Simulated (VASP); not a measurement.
Write the native input for VASP 6.6.1 that does the following.

- Task: single point
- Functional: LDA
- Potentials or basis: VASP PAW LDA potentials, release 64 (Mg, B)
- Cutoff: 520 eV
- k mesh: 15 × 15 × 12
- Occupations: fermi-dirac, width 0.05 eV
- Spin: no spin polarisation
- Dipole correction: no
- Further INCAR settings: ALGO = Normal; EDIFF = 1e-07; NBANDS = 11

The structure of MgB2 lies in POSCAR:

```
MgB2
1.0
    3.1054317692      0.0000000000      0.0000000000
   -1.5527158846      2.6893828019      0.0000000000
    0.0000000000      0.0000000000      3.5463318058
Mg B
1 2
Direct
    0.0000000000      0.0000000000      0.0000000000
    0.3333333333      0.6666666667      0.5000000000
    0.6666666667      0.3333333333      0.5000000000
```

This cell differs from its parent crystal: volume scaled by 1.02.

These files were run (other wordings do the same):

INCAR

```
PREC     = Accurate       # precision mode
ENCUT    = 520            # plane-wave cutoff, eV
EDIFF    = 1E-7           # SCF threshold, eV
ISMEAR   = -1             # smearing method
SIGMA    = 0.05           # smearing width, eV
LREAL    = False          # projectors in reciprocal space
LASPH    = True           # aspherical terms in the spheres
NELM     = 60             # most SCF steps
ALGO     = Normal         # electronic algorithm
ISIF     = 2              # what is computed and relaxed
LWAVE    = False          # write WAVECAR
LCHARG   = True           # write CHGCAR
GGA      = CA             # functional
LELF     = True           # ELF
LVHAR    = True         
NBANDS   = 11             # bands
```

KPOINTS

```
regular mesh
0
Gamma
  15 15 12
```

Potentials or basis: VASP PAW LDA potentials, release 64 (Mg, B).

Launch:

```sh
$ cat potpaw_LDA.64/Mg/POTCAR potpaw_LDA.64/B/POTCAR > POTCAR
$ mpirun -np 1 vasp_std > vasp.out
```

Results of the run:

```
Pressure               : -10.8 GPa
Band gap on the k mesh : zero (band 4 reaches 6.85 eV, above the bottom of band 5 at 3.11 eV)
```

It took 67 s on 1 thread of Intel Xeon 8259CL, with other jobs on the host, peak memory 0.18 GiB.
